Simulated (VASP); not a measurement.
# EuO (Fm-3m) in VASP: settings compared

EuO is run at these levels: PBE, r2SCAN; tasks: single point.

Program: VASP 6.6.1. These are calculated values, not measurements. Logs are shortened: lines on timing, memory, paths and dates and some standing lists are left out, and cuts for length are marked.

## 1. The cell of the first run

The structure is cubic, space group Fm-3m (No. 225). The conventional cell has a = 5.144 Å, b = 5.144 Å, c = 5.144 Å, α = 90.00°, β = 90.00°, γ = 90.00°. Eu (site symmetry m-3m) has 6 O at 2.57 Å within 3.4 Å. O (site symmetry m-3m) has 6 Eu at 2.57 Å within 3.4 Å.

## 2. Single point, PBE, collinear spin, ferromagnetic start

Input file INCAR:

```
SYSTEM = EuO
PREC = Accurate ; ENCUT = 600
EDIFF = 1E-6 ; ISMEAR = 0
SIGMA = 0.05 ; LREAL = .FALSE.
LASPH = .TRUE. ; NELM = 200
ALGO = Normal ; ISIF = 2
LWAVE = .FALSE. ; LCHARG = .FALSE.
ISPIN = 2 ; MAGMOM = 7 0
LORBIT = 11 ; LMAXMIX = 6
GGA = PE ; NBANDS = 22
GGA_COMPAT = .FALSE.
```

Input file KPOINTS:

```
Automatic mesh
0
G
  6 6 6
  0 0 0
```

Input file POSCAR:

```
EuO
1.0
    0.0000000000      2.5719500000      2.5719500000
    2.5719500000      0.0000000000      2.5719500000
    2.5719500000      2.5719500000      0.0000000000
Eu O
1 1
Direct
    0.0000000000      0.0000000000      0.0000000000
    0.5000000000      0.5000000000      0.5000000000
```

Potentials or basis: VASP PAW PBE potentials, release 64 (Eu, O).

Started as:

```bash
> cat potpaw_PBE.64/Eu/POTCAR potpaw_PBE.64/O/POTCAR > POTCAR
> mpirun -np 1 vasp_std > vasp.out
```

OUTCAR:

```text
SYSTEM = EuO
   PREC = Accurate
   ENCUT = 600
   EDIFF = 1E-6
   ISMEAR = 0
   LREAL = .FALSE.
   LASPH = .TRUE.
   NELM = 200
   ISIF = 2
   ISPIN = 2
   LORBIT = 11
   GGA = PE

 ion  position               nearest neighbor table
   1  0.000  0.000  0.000-   2 2.57   2 2.57   2 2.57   2 2.57   2 2.57   2 2.57
   2  0.500  0.500  0.500-   1 2.57   1 2.57   1 2.57   1 2.57   1 2.57   1 2.57

  LATTYP: Found a face centered cubic cell.
 ALAT       =     5.1439000000

  Lattice vectors:

 A1 = (   0.0000000000,   2.5719500000,   2.5719500000)
 A2 = (   2.5719500000,   0.0000000000,   2.5719500000)
 A3 = (   2.5719500000,   2.5719500000,   0.0000000000)

Analysis of symmetry for initial positions (statically):
=====================================================================
 Subroutine PRICEL returns:
 Original cell was already a primitive cell.

 Routine SETGRP: Setting up the symmetry group for a
 face centered cubic supercell.

 Subroutine GETGRP returns: Found 48 space group operations
 (whereof 48 operations were pure point group operations)
 out of a pool of 48 trial point group operations.

The static configuration has the point symmetry O_h .

Analysis of symmetry for dynamics (positions and initial velocities):
=====================================================================
 Subroutine PRICEL returns:
 Original cell was already a primitive cell.

 Routine SETGRP: Setting up the symmetry group for a
 face centered cubic supercell.

 Subroutine GETGRP returns: Found 48 space group operations
 (whereof 48 operations were pure point group operations)
 out of a pool of 48 trial point group operations.

The dynamic configuration has the point symmetry O_h .

Analysis of structural, dynamic, and magnetic symmetry:
=====================================================================
 Subroutine PRICEL returns:
 Original cell was already a primitive cell.

 Routine SETGRP: Setting up the symmetry group for a
 face centered cubic supercell.

 Subroutine GETGRP returns: Found 48 space group operations
 (whereof 48 operations were pure point group operations)
 out of a pool of 48 trial point group operations.

The overall configuration has the point symmetry O_h .

 Subroutine INISYM returns: Found 48 space group operations
 (whereof 48 operations are pure point group operations),
 and found     1 'primitive' translations

----------------------------------------------------------------------------------------

                                     Primitive cell

  volume of cell :      34.0265

  direct lattice vectors                    reciprocal lattice vectors
     0.000000000  2.571950000  2.571950000    -0.194405023  0.194405023  0.194405023
     2.571950000  0.000000000  2.571950000     0.194405023 -0.194405023  0.194405023
     2.571950000  2.571950000  0.000000000     0.194405023  0.194405023 -0.194405023

  length of vectors
     3.637286572  3.637286572  3.637286572     0.336719378  0.336719378  0.336719378

  position of ions in fractional coordinates (direct lattice)
     0.000000000  0.000000000  0.000000000
     0.500000000  0.500000000  0.500000000

  ion indices of the primitive-cell ions
   primitive index   ion index
                 1           1
                 2           2

----------------------------------------------------------------------------------------

 KPOINTS: Automatic mesh

Automatic generation of k-mesh.
 Grid dimensions read from file:
 generate k-points for:    6    6    6

 Generating k-lattice:

  Cartesian coordinates                     Fractional coordinates (reciprocal lattice)
    -0.032400837  0.032400837  0.032400837     0.166666667  0.000000000  0.000000000
     0.032400837 -0.032400837  0.032400837     0.000000000  0.166666667  0.000000000
     0.032400837  0.032400837 -0.032400837     0.000000000  0.000000000  0.166666667

  Length of vectors
     0.056119896  0.056119896  0.056119896

  Shift w.r.t. Gamma in fractional coordinates (k-lattice)
     0.000000000  0.000000000  0.000000000

 Subroutine IBZKPT returns following result:
 ===========================================

 Found     16 irreducible k-points:

 Following reciprocal coordinates:
            Coordinates               Weight
  0.000000  0.000000  0.000000      1.000000
  0.166667  0.000000  0.000000      8.000000
  0.333333  0.000000  0.000000      8.000000
  0.500000  0.000000  0.000000      4.000000
  0.166667  0.166667  0.000000      6.000000
  0.333333  0.166667  0.000000     24.000000
[... 8 lines left out ...]
 -0.333333  0.333333  0.166667     24.000000
 -0.333333  0.500000  0.166667     12.000000
   k-points           NKPTS =     16   k-points in BZ     NKDIM =     16   number of bands    NBANDS=     22
   number of dos      NEDOS =    301   number of ions     NIONS =      2
   total plane-waves  NPLWV =  27000
   dimension x,y,z NGX =    30 NGY =   30 NGZ =   30
   dimension x,y,z NGXF=    60 NGYF=   60 NGZF=   60
   ions per type =               1   1
   NGX,Y,Z   is equivalent  to a cutoff of  13.71, 13.71, 13.71 a.u.
   NGXF,Y,Z  is equivalent  to a cutoff of  27.42, 27.42, 27.42 a.u.
 SYSTEM =  EuO
   PREC   = accura    normal or accurate (medium, high low for compatibility)
   ISTART =      0    job   : 0-new  1-cont  2-samecut
   ICHARG =      2    charge: 1-file 2-atom 10-const
   ISPIN  =      2    spin polarized calculation?
   LNONCOLLINEAR =      F non collinear calculations
   LSORBIT =      F    spin-orbit coupling
   LASPH  =      T    aspherical Exc in radial PAW
   ENCUT  =  600.0 eV  44.10 Ry    6.64 a.u.   7.26  7.26  7.26*2*pi/ulx,y,z
   NELM   =    200;   NELMIN=  2; NELMDL= -5     # of ELM steps
   EDIFF  = 0.1E-05   stopping-criterion for ELM
   LREAL  =      F    real-space projection
   EDIFFG = 0.1E-04   stopping-criterion for IOM
   NSW    =      0    number of steps for IOM
   IBRION =     -1    ionic relax: 0-MD 1-quasi-New 2-CG
   NFREE  =      0    steps in history (QN), initial steepest desc. (CG)
   ISIF   =      2    stress and relaxation
   ISYM   =      2    0-nonsym 1-usesym 2-fastsym
   POTIM  = 0.5000    time-step for ionic-motion
   TEBEG  =    0.0;   TEEND  =   0.0 temperature during run
   PSTRESS=    0.0 pullay stress
   NELECT =      23.0000    total number of electrons
   NUPDOWN=      -1.0000    fix difference up-down
   EMIN   =  10.00;   EMAX   =-10.00  energy-range for DOS
   EFERMI =   0.00;   METHOD = LEGACY
   ISMEAR =     0;   SIGMA  =   0.05  broadening in eV -4-tet -1-fermi 0-gaus
   EFERMI_NEDOS =   21; number of points for ismear=-14 and -15
   IALGO  =     38    algorithm
   IMIX   =      4    mixing-type and parameters
     AMIX     =   0.40;   BMIX     =  1.00
     AMIX_MAG =   1.60;   BMIX_MAG =  1.00
  volume/ion in A,a.u.               =      17.01       114.81
  Fermi-wavevector in a.u.,A,eV,Ry     =   1.436740  2.715045 28.085452  2.064223
  Thomas-Fermi vector in A             =   2.555895
   LORBIT       =     11    0 simple, 1 ext, 2 COOP (PROOUT), +10 PAW based schemes
   GGA     = PE    functional components
   LHFCALC =     F    Hartree Fock is set to
   AEXX    =    0.0000 exact exchange contribution
   IVDW    =     0    specifies the selected vdW correction
   LEPSILON=     F    determine dielectric tensor
   LRPA    =     F    only Hartree local field effects (RPA)
 spin polarized calculation
 Gauss-broadening in eV      SIGMA  =   0.05
  energy-cutoff  :      600.00
  volume of cell :       34.03
 maximum number of plane-waves:      1158
 NGX is ok and might be reduce to    30
   NGX = 15   NGY = 15   NGZ = 15

 number of electron      22.9999999 magnetization       6.9725272

 Free energy of the ion-electron system (eV)
  ---------------------------------------------------
  ext. energy  EPLUGINS =         0.00000000
  ---------------------------------------------------
  free energy    TOTEN  =       -22.02296614 eV

  energy without entropy =      -22.02106002  energy(sigma->0) =      -22.02201308

 E-fermi :   4.6746     XC(G=0): -10.8634

 val. band max:        4.6704681983   @ k =   0.1667   0.1667   0.0000
 cond. band min:       4.7503528414   @ k =   0.0000   0.0000   0.0000
 fundamental gap:      0.0798846431
 Fermi energy:         4.6745567590

 spin component 1

 k-point     1 :       0.0000    0.0000    0.0000
  band No.  band energies     occupation
      1     -36.8268      1.00000
      2     -15.2271      1.00000
      3     -15.2271      1.00000
      4     -15.2271      1.00000
      5     -14.0351      1.00000
      6       0.8307      1.00000
[... 14 lines left out ...]
     21       8.5504      0.00000
     22      13.7467      0.00000
[... 351 lines left out ...]
 k-point    16 :      -0.3333    0.5000    0.1667
  band No.  band energies     occupation
      1     -36.7054      1.00000
      2     -15.9834      1.00000
      3     -15.9134      1.00000
      4     -15.7110      1.00000
      5     -13.4484      1.00000
      6       0.0197      1.00000
[... 14 lines left out ...]
     21      13.4416      0.00000
     22      14.2013      0.00000
 Fermi energy:         4.6745567590

 spin component 2

 k-point     1 :       0.0000    0.0000    0.0000
  band No.  band energies     occupation
      1     -33.7729      1.00000
      2     -14.1196      1.00000
      3     -12.9269      1.00000
      4     -12.9269      1.00000
      5     -12.9269      1.00000
      6       0.8976      1.00000
[... 14 lines left out ...]
     21       9.6696      0.00000
     22      15.6956      0.00000
[... 352 lines left out ...]
  band No.  band energies     occupation
      1     -33.6166      1.00000
      2     -14.7093      1.00000
      3     -13.8465      1.00000
      4     -13.5182      1.00000
      5     -12.5324      1.00000
      6       0.1021      1.00000
[... 14 lines left out ...]
     21      14.6845      0.00000
     22      15.6603      0.00000

------------------------ aborting loop because EDIFF is reached ----------------------------------------

  FORCE on cell =-STRESS in cart. coord.  units (eV):
  Direction    XX          YY          ZZ          XY          YZ          ZX
  --------------------------------------------------------------------------------------
  -------------------------------------------------------------------------------------
  Total       -0.9709983     -0.9709983     -0.9709983     -0.0000000      0.0000000     -0.0000000
  in kB      -45.7205544    -45.7205544    -45.7205544     -0.0000000      0.0000000     -0.0000000
  external PRESSURE =     -45.7205544 kB  Pullay stress =       0.0000000 kB

 VOLUME and BASIS-vectors are now :
 -----------------------------------------------------------------------------
  energy-cutoff  :      600.00
  volume of cell :       34.03
      direct lattice vectors                 reciprocal lattice vectors
     0.000000000  2.571950000  2.571950000    -0.194405023  0.194405023  0.194405023
     2.571950000  0.000000000  2.571950000     0.194405023 -0.194405023  0.194405023
     2.571950000  2.571950000  0.000000000     0.194405023  0.194405023 -0.194405023

 POSITION                                       TOTAL-FORCE (eV/Angst)
 -----------------------------------------------------------------------------------
      0.00000      0.00000      0.00000         0.000000      0.000000      0.000000
      2.57195      2.57195      2.57195         0.000000     -0.000000     -0.000000
 -----------------------------------------------------------------------------------
    total drift:                                0.000000      0.000000      0.000000

  FREE ENERGIE OF THE ION-ELECTRON SYSTEM (eV)
  ---------------------------------------------------
  free  energy   TOTEN  =       -22.0229661401 eV

  energy  without entropy=      -22.0210600199  energy(sigma->0) =      -22.02201308

 total charge

# of ion       s       p       d       f       tot
--------------------------------------------------
    1        2.031   5.763   0.391   6.615  14.800
    2        1.551   3.392   0.000   0.000   4.944
--------------------------------------------------
tot          3.582   9.156   0.391   6.615  19.744

 magnetization (x)

# of ion       s       p       d       f       tot
--------------------------------------------------
    1       -0.012  -0.106   0.143   6.565   6.590
    2       -0.004  -0.093   0.000   0.000  -0.097
--------------------------------------------------
tot         -0.016  -0.200   0.143   6.565   6.493
```

It took 53 s on 1 thread of AMD EPYC 7R43 (Zen 3), shared host; peak memory 0.18 GiB.

Results:

| Item | Value |
| --- | --- |
| Free energy | -22.0230 eV |
| Pressure | -4.6 GPa |
| Band gap on the k mesh | zero (filled and empty bands overlap) |
| Net moment | 6.97 μB per cell |
| Site moments | Eu +6.59; O -0.10 μB |
| Valence electrons inside the program's atomic spheres | Eu 14.80; O 4.94 |

Caveat: the cell stands under tension; spin-orbit coupling is left out, which moves the levels of the heavy elements; a cell with one magnetic atom can't hold antiferromagnetic order, which such compounds often take; semilocal functionals describe open f shells poorly, which spoils levels, moments and volumes. The state reached can hang on the start; a lower one may exist.

## 3. Single point, r2SCAN

This run uses another cell than the first one, of 16.08 Å³/atom.

Input file POSCAR:

```
EuO
1.0
    0.0000000000      2.5238312015      2.5238312015
    2.5238312015      0.0000000000      2.5238312015
    2.5238312015      2.5238312015      0.0000000000
Eu O
1 1
Direct
    0.0000000000      0.0000000000      0.0000000000
    0.5000000000      0.5000000000      0.5000000000
```

Input file INCAR.step1:

```
SYSTEM = EuO
PREC     = Accurate       ! precision mode
ENCUT    = 800            ! plane-wave cutoff, eV
ISMEAR   = 0              ! smearing method
SIGMA    = 0.05           ! smearing width, eV
LREAL    = .FALSE.        ! projectors in reciprocal space
LASPH    = .TRUE.         ! aspherical terms in the spheres
NELM     = 200            ! most SCF steps
NBANDS   = 18             ! bands
GGA      = PE             ! functional
ALGO     = Normal         ! electronic algorithm
EDIFF    = 1E-5           ! SCF threshold, eV
LWAVE    = .TRUE.         ! write WAVECAR
LCHARG   = .FALSE.        ! write CHGCAR
GGA_COMPAT= .FALSE.      
LMAXMIX  = 6              ! l up to which the mixer works
```

Input file INCAR.step2:

```
SYSTEM = EuO
PREC     = Accurate       ! precision mode
ENCUT    = 800            ! plane-wave cutoff, eV
EDIFF    = 1E-6           ! SCF threshold, eV
ISMEAR   = 0              ! smearing method
SIGMA    = 0.05           ! smearing width, eV
LREAL    = .FALSE.        ! projectors in reciprocal space
LASPH    = .TRUE.         ! aspherical terms in the spheres
NELM     = 200            ! most SCF steps
ALGO     = Normal         ! electronic algorithm
ISIF     = 2              ! what is computed and relaxed
LWAVE    = .FALSE.        ! write WAVECAR
LCHARG   = .FALSE.        ! write CHGCAR
METAGGA  = R2SCAN         ! meta-GGA
LMIXTAU  = .TRUE.       
NBANDS   = 18             ! bands
ISTART   = 1            
GGA_COMPAT= .FALSE.      
LMAXMIX  = 6              ! l up to which the mixer works
```

Input file KPOINTS:

```
Automatic mesh
0
G
  12 12 12
  0 0 0
```

Potentials or basis: VASP PAW PBE potentials, release 64 (Eu, O).

Started as:

```bash
> cat potpaw_PBE.64/Eu/POTCAR potpaw_PBE.64/O/POTCAR > POTCAR
> cp INCAR.step1 INCAR
> mpirun -np 1 vasp_std > vasp.out
> cp INCAR.step2 INCAR
> mpirun -np 1 vasp_std > vasp.out
```

Run time: 14 min. Hardware: 1 thread of AMD EPYC 7R43 (Zen 3), shared host; peak memory 0.25 GiB.

The run converged. Its results:

```
Free energy            : -44.2672 eV
Pressure               : -10.6 GPa
Band gap on the k mesh : zero (an odd number of electrons rules out a gap without spin polarisation)
```

Levels at points of the mesh, in eV from the Fermi level:
```
           k point  band 9  band 10  band 11  band 12  band 13  band 14
(0.00, 0.00, 0.00)   -1.10    -1.10    -1.10     0.20     0.59     0.59
(0.50, 0.00, 0.00)   -1.33    -1.33    -1.09     0.09     0.27     0.27
(0.50, 0.50, 0.00)   -1.46    -1.32    -1.13    -1.13     0.15     0.44
```

Caveat: the cell stands under tension; the PAW data sets were made with another functional, which shifts forces and pressure a little; spin-orbit coupling is left out, which moves the levels of the heavy elements; an odd number of electrons without spin polarisation forces a metal; a magnetic or distorted state may lie lower; the run has no spin polarisation, though such a crystal can be magnetic; semilocal functionals describe open f shells poorly, which spoils levels, moments and volumes. With open d or f shells a metallic result of r2SCAN can be an artefact of self-interaction; +U or a hybrid may open a gap.

The gap in the log of VASP goes by the Fermi energy; the results here count the filled bands.